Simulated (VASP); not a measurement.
# HgF3 (Fm-3m) in VASP: vibrations by perturbation theory with LDA

Aim: the vibrations by perturbation theory of HgF3 with LDA.

Everything below comes from runs of VASP 6.6.1. Logs are shortened: lines on timing, memory, paths and dates and some standing lists are left out, and cuts for length are marked.

## 1. The cell of the first run

It takes space group Fm-3m (No. 225, cubic). Conventional cell: a = 5.726 Å, b = 5.726 Å, c = 5.726 Å, α = 90.00°, β = 90.00°, γ = 90.00°. Within 3.3 Å of Hg (site symmetry m-3m) lie 14 F at 2.48 to 2.86 Å. Within 3.3 Å of F (site symmetry -43m) lie 4 Hg at 2.48 Å and 10 F at 2.48 to 2.86 Å. Within 3.3 Å of F (site symmetry m-3m) lie 8 F at 2.48 Å and 6 Hg at 2.86 Å.

## 2. Vibrations by perturbation theory, LDA

The input, INCAR:

```
  PREC = Accurate
  ENCUT = 520
  EDIFF = 1E-8
  ISMEAR = -1
  SIGMA = 0.1
  LREAL = F
  LASPH = T
  NELM = 100
  ALGO = Normal
  ISIF = 2
  LWAVE = F
  LCHARG = F
  GGA = CA
  NBANDS = 24
  IBRION = 8
  NSW = 1
```

The input, KPOINTS:

```
regular mesh
0
Gamma
  10 10 10
```

The input, POSCAR:

```
HgF3
1.0
    0.0000000000      2.8631710000      2.8631710000
    2.8631710000      0.0000000000      2.8631710000
    2.8631710000      2.8631710000      0.0000000000
Hg F
1 3
Direct
    0.0000000000      0.0000000000      0.0000000000
    0.2500000000      0.2500000000      0.2500000000
    0.7500000000      0.7500000000      0.7500000000
    0.5000000000      0.5000000000      0.5000000000
```

Potentials or basis: VASP PAW LDA potentials, release 64 (Hg, F).

The run is started by

```console
cat potpaw_LDA.64/Hg/POTCAR potpaw_LDA.64/F/POTCAR > POTCAR
mpirun -np 1 vasp_std > vasp.out
```

OUTCAR:

```text
PREC = Accurate
   ENCUT = 520
   EDIFF = 1E-8
   ISMEAR = -1
   LREAL = F
   LASPH = T
   NELM = 100
   ISIF = 2
   GGA = CA
   IBRION = 8
   NSW = 1

 ion  position               nearest neighbor table
   1  0.000  0.000  0.000-   2 2.48   3 2.48   3 2.48   3 2.48   3 2.48   2 2.48   2 2.48   2 2.48
                             4 2.86   4 2.86   4 2.86   4 2.86   4 2.86   4 2.86
   2  0.250  0.250  0.250-   1 2.48   1 2.48   1 2.48   1 2.48
   3  0.750  0.750  0.750-   1 2.48   1 2.48   1 2.48   1 2.48
   4  0.500  0.500  0.500-   1 2.86   1 2.86   1 2.86   1 2.86   1 2.86   1 2.86

  LATTYP: Found a face centered cubic cell.
 ALAT       =     5.7263420000

  Lattice vectors:

 A1 = (   0.0000000000,   2.8631710000,   2.8631710000)
 A2 = (   2.8631710000,   0.0000000000,   2.8631710000)
 A3 = (   2.8631710000,   2.8631710000,   0.0000000000)

Analysis of symmetry for initial positions (statically):
=====================================================================
 Subroutine PRICEL returns:
 Original cell was already a primitive cell.

 Routine SETGRP: Setting up the symmetry group for a
 face centered cubic supercell.

 Subroutine GETGRP returns: Found 48 space group operations
 (whereof 48 operations were pure point group operations)
 out of a pool of 48 trial point group operations.

The static configuration has the point symmetry O_h .

Analysis of symmetry for dynamics (positions and initial velocities):
=====================================================================
 Subroutine PRICEL returns:
 Original cell was already a primitive cell.

 Routine SETGRP: Setting up the symmetry group for a
 face centered cubic supercell.

 Subroutine GETGRP returns: Found 48 space group operations
 (whereof 48 operations were pure point group operations)
 out of a pool of 48 trial point group operations.

The dynamic configuration has the point symmetry O_h .

 Subroutine INISYM returns: Found 48 space group operations
 (whereof 48 operations are pure point group operations),
 and found     1 'primitive' translations

----------------------------------------------------------------------------------------

                                     Primitive cell

  volume of cell :      46.9431

  direct lattice vectors                    reciprocal lattice vectors
     0.000000000  2.863171000  2.863171000    -0.174631554  0.174631554  0.174631554
     2.863171000  0.000000000  2.863171000     0.174631554 -0.174631554  0.174631554
     2.863171000  2.863171000  0.000000000     0.174631554  0.174631554 -0.174631554

  length of vectors
     4.049135260  4.049135260  4.049135260     0.302470723  0.302470723  0.302470723

  position of ions in fractional coordinates (direct lattice)
     0.000000000  0.000000000  0.000000000
     0.250000000  0.250000000  0.250000000
     0.750000000  0.750000000  0.750000000
     0.500000000  0.500000000  0.500000000

  ion indices of the primitive-cell ions
   primitive index   ion index
                 1           1
                 2           2
                 3           3
                 4           4

----------------------------------------------------------------------------------------

 KPOINTS: regular mesh
[... 111 lines left out ...]
  ext. energy  EPLUGINS =         0.00000000
  ---------------------------------------------------
  free energy    TOTEN  =       -11.21405868 eV

  energy without entropy =      -11.02260377  energy(sigma->0) =      -11.11833122

 E-fermi :  -0.9973     XC(G=0): -11.7730

 val. band max:       -1.0003999364   @ k =  -0.4000   0.1000   0.0000
 cond. band min:      -0.9967348443   @ k =   0.4000   0.3000   0.1000
 fundamental gap:      0.0036650922
 Fermi energy:        -0.9973172352

 k-point     1 :       0.0000    0.0000    0.0000
  band No.  band energies     occupation
      1     -21.9482      2.00000
      2     -20.8110      2.00000
      3     -19.8901      2.00000
      4      -6.0514      2.00000
      5      -6.0514      2.00000
      6      -6.0514      2.00000
[... 637 lines left out ...]
     23      16.9416      0.00000
     24      17.8232      0.00000

 [... further k-points ...]

------------------------ aborting loop because EDIFF is reached ----------------------------------------

  FORCE on cell =-STRESS in cart. coord.  units (eV):
  Direction    XX          YY          ZZ          XY          YZ          ZX
  --------------------------------------------------------------------------------------
  -------------------------------------------------------------------------------------
  Total       -3.0586980     -3.0586980     -3.0586980     -0.0000000     -0.0000000     -0.0000000
  in kB     -104.3939481   -104.3939481   -104.3939481     -0.0000000     -0.0000000     -0.0000000
  external PRESSURE =    -104.3939481 kB  Pullay stress =       0.0000000 kB

 VOLUME and BASIS-vectors are now :
 -----------------------------------------------------------------------------
  energy-cutoff  :      520.00
  volume of cell :       46.94
      direct lattice vectors                 reciprocal lattice vectors
     0.000000000  2.863171000  2.863171000    -0.174631554  0.174631554  0.174631554
     2.863171000  0.000000000  2.863171000     0.174631554 -0.174631554  0.174631554
     2.863171000  2.863171000  0.000000000     0.174631554  0.174631554 -0.174631554

 POSITION                                       TOTAL-FORCE (eV/Angst)
 -----------------------------------------------------------------------------------
      0.00000      0.00000      0.00000        -0.000000      0.000000     -0.000000
      1.43159      1.43159      1.43159         0.000000      0.000000      0.000000
      4.29476      4.29476      4.29476         0.000000     -0.000000     -0.000000
      2.86317      2.86317      2.86317        -0.000000      0.000000     -0.000000
 -----------------------------------------------------------------------------------
    total drift:                                0.000000     -0.000000      0.000000

  FREE ENERGIE OF THE ION-ELECTRON SYSTEM (eV)
  ---------------------------------------------------
  free  energy   TOTEN  =       -11.2140586785 eV

  energy  without entropy=      -11.0226037712  energy(sigma->0) =      -11.11833122

[... ionic steps 2 to 12 ...]

--------------------------------------- Ionic step       13  -------------------------------------------

 Free energy of the ion-electron system (eV)
  ---------------------------------------------------
  ---------------------------------------------------
  free energy    TOTEN  =        -0.53088076 eV

  energy without entropy =       -0.53088098

------------------------ aborting loop because EDIFF is reached ----------------------------------------

 INTERNAL STRAIN TENSOR  FOR ION    4  DIRECTION 1   (eV/Angst):
 -----------------------------------------------------------------------------
     0.01870 -0.00000  0.00000
    -0.00000  0.00521  0.00000
     0.00000  0.00000  0.00521

 INTERNAL STRAIN TENSOR FOR ION    4 for displacements in x,y,z  (eV/Angst):
          X           Y           Z          XY          YZ          ZX
  --------------------------------------------------------------------------------
  x     0.00000     0.00000     0.00000     0.00000     0.00000     0.00000
  y     0.00000     0.00000     0.00000     0.00000     0.00000     0.00000
  z     0.00000     0.00000     0.00000     0.00000     0.00000     0.00000

 SECOND DERIVATIVES (NOT SYMMETRIZED)
 ------------------------------------
               1X          1Y          1Z          2X          2Y          2Z          3X          3Y          3Z          4X          4Y          4Z
  1X    -1.266876    0.000000    0.000000    0.986031    0.000000    0.000000    0.986031    0.000000    0.000000   -0.705185    0.000000    0.000000
  1Y     0.000000   -1.266876    0.000000    0.000000    0.986031    0.000000    0.000000    0.986031    0.000000    0.000000   -0.705185    0.000000
  1Z     0.000000    0.000000   -1.266876    0.000000    0.000000    0.986031    0.000000    0.000000    0.986031    0.000000    0.000000   -0.705185
  2X     0.978990    0.000000    0.000000   -1.955067    0.000000    0.000000   -0.042225    0.000000    0.000000    1.018302    0.000000    0.000000
  2Y     0.000000    0.978990    0.000000    0.000000   -1.955067    0.000000    0.000000   -0.042225    0.000000    0.000000    1.018302    0.000000
  2Z     0.000000    0.000000    0.978990    0.000000    0.000000   -1.955067    0.000000    0.000000   -0.042225    0.000000    0.000000    1.018302
  3X     0.978990    0.000000    0.000000   -0.042225    0.000000    0.000000   -1.955067    0.000000    0.000000    1.018302    0.000000    0.000000
  3Y     0.000000    0.978990    0.000000    0.000000   -0.042225    0.000000    0.000000   -1.955067    0.000000    0.000000    1.018302    0.000000
  3Z     0.000000    0.000000    0.978990    0.000000    0.000000   -0.042225    0.000000    0.000000   -1.955067    0.000000    0.000000    1.018302
  4X    -0.715051    0.000000    0.000000    1.013216    0.000000    0.000000    1.013216    0.000000    0.000000   -1.311381    0.000000    0.000000
  4Y     0.000000   -0.715051    0.000000    0.000000    1.013216    0.000000    0.000000    1.013216    0.000000    0.000000   -1.311381    0.000000
  4Z     0.000000    0.000000   -0.715051    0.000000    0.000000    1.013216    0.000000    0.000000    1.013216    0.000000    0.000000   -1.311381

 Eigenvectors and eigenvalues of the dynamical matrix
 ----------------------------------------------------

   1 f  =    6.419358 THz    40.334017 2PiTHz  214.126740 cm-1    26.548320 meV
             X         Y         Z           dx          dy          dz
      0.000000  0.000000  0.000000     0.000175   -0.011041   -0.150757
      1.431585  1.431585  1.431585    -0.000637    0.040223    0.549216
      4.294757  4.294757  4.294757    -0.000637    0.040223    0.549216
      2.863171  2.863171  2.863171     0.000704   -0.044467   -0.607174
[... 71 lines left out ...]
  12 f/i=    0.020238 THz     0.127159 2PiTHz    0.675068 cm-1     0.083698 meV
             X         Y         Z           dx          dy          dz
      0.000000  0.000000  0.000000    -0.040666    0.184430   -0.856631
      1.431585  1.431585  1.431585    -0.012771    0.057921   -0.269029
      4.294757  4.294757  4.294757    -0.012771    0.057921   -0.269029
      2.863171  2.863171  2.863171    -0.013007    0.058992   -0.274002

--------------------------------------------------------------------------------------------------------

 ELASTIC MODULI CONTR FROM IONIC RELAXATION (kBar)
 Direction    XX          YY          ZZ          XY          YZ          ZX
 --------------------------------------------------------------------------------
 XX          -0.0000     -0.0000     -0.0000     -0.0000      0.0000     -0.0000
 YY          -0.0000     -0.0000     -0.0000     -0.0000      0.0000     -0.0000
 ZZ          -0.0000     -0.0000     -0.0000     -0.0000      0.0000     -0.0000
 XY          -0.0000     -0.0000     -0.0000   -360.7138      0.0000      0.0000
 YZ           0.0000      0.0000      0.0000      0.0000   -360.7138      0.0000
 ZX          -0.0000     -0.0000     -0.0000      0.0000      0.0000   -360.7138
 --------------------------------------------------------------------------------
```

Wall time 5.7 min (1 thread of Intel Xeon Platinum 8488C (Sapphire Rapids), shared host); peak memory 0.46 GiB.

Results:

```
Highest phonon frequency at Γ, LO-TO splitting left out : 214 cm⁻¹
```

Phonon frequencies in cm⁻¹ (negative: imaginary):
| q point | frequencies |
| --- | --- |
| (0.000, 0.000, 0.000) | -1 -1 -1 57 57 57 165 165 165 214 214 214 |

Caveat: the cell stands under pressure or tension, which shifts response properties; spin-orbit coupling is left out, which moves the levels of the heavy elements.
